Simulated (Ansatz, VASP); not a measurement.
## One calculation of CaO, two programs

The input INCAR:

```
PREC = Accurate
ENCUT = 520
EDIFF = 1E-6
ISMEAR = 0
SIGMA = 0.01
LREAL = F
LASPH = T
NELM = 60
ALGO = Normal
ISIF = 2
LWAVE = F
LCHARG = F
GGA = PE
NBANDS = 15
```

The input KPOINTS:

```
Automatic mesh
0
Gamma
  8 8 8
```

File POSCAR:

```
CaO
1.0
    0.0000000000      2.5948426155      2.5948426155
    2.5948426155      0.0000000000      2.5948426155
    2.5948426155      2.5948426155      0.0000000000
Ca O
1 1
Direct
    0.0000000000      0.0000000000      0.0000000000
    0.2500000000      0.2500000000      0.2500000000
```

Input for Ansatz:

```yaml
crystal:
  lattice:
    - [0.0, 2.5948426155, 2.5948426155]
    - [2.5948426155, 0.0, 2.5948426155]
    - [2.5948426155, 2.5948426155, 0.0]
  atoms:
    - { symbol: Ca, position: [0.0, 0.0, 0.0] }
    - { symbol: O, position: [0.25, 0.25, 0.25] }
kpoints:
  mp_grid: { grid: [8, 8, 8] }
hamiltonian:
  xc: pbe
scf:
  occupations: { method: fixed }
  n_extra_bands: 4
output:
  forces: true
  stress: true
  eigenvalues: true
```

Alike in both runs: task single point; functional PBE; k mesh 8 × 8 × 8; no spin polarisation.

|  | VASP | Ansatz |
| --- | --- | --- |
| version | VASP 6.6.1 | Ansatz 0.2.0 |
| potentials or method | VASP PAW PBE potentials, release 64 (Ca_sv, O) | plane waves, PAW |
| plane-wave cutoff (eV) | 520 | 420 |
| occupations | gaussian, width 0.01 eV | fixed |
| valence electrons in the cell | 16 | 16 |

```csv
,VASP,Ansatz,Ansatz less VASP
gap on the k mesh at the Fermi level (eV),3.37,3.38,+0.009
pressure (GPa),3.0,2.5,-0.52
```
